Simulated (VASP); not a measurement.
A run of VASP 6.6.1:

Contents of INCAR:

```
SYSTEM = Lu
ALGO = Normal
EDIFF = 1E-6
ENCUT = 600
GGA = PE
GGA_COMPAT = .FALSE.
ISIF = 2
ISMEAR = 0
LASPH = .TRUE.
LCHARG = .FALSE.
LREAL = .FALSE.
LWAVE = .FALSE.
NBANDS = 18
NELM = 120
PREC = Accurate
SIGMA = 0.05
```

The input KPOINTS:

```
k-points
0
G
  8 8 8
  0 0 0
```

The input POSCAR:

```
Lu
1.0
    0.0000000000      2.4233560954      2.4233560954
    2.4233560954      0.0000000000      2.4233560954
    2.4233560954      2.4233560954      0.0000000000
Lu
1
Direct
    0.0000000000      0.0000000000      0.0000000000
```

Potentials or basis: VASP PAW PBE potentials, release 64 (Lu).

The run is started by

```console
$ cat potpaw_PBE.64/Lu/POTCAR > POTCAR
$ mpirun -np 1 vasp_std > vasp.out
```

Hardware: 1 thread of AMD EPYC 7R43 64-Core Processor (Zen 3), with other jobs on the host.

How long does it take, and how much memory?

It took 16 s on 1 thread of AMD EPYC 7R43 64-Core Processor (Zen 3) (shared host), peak memory 0.14 GiB. Counts: scf iterations 11, k points 29.
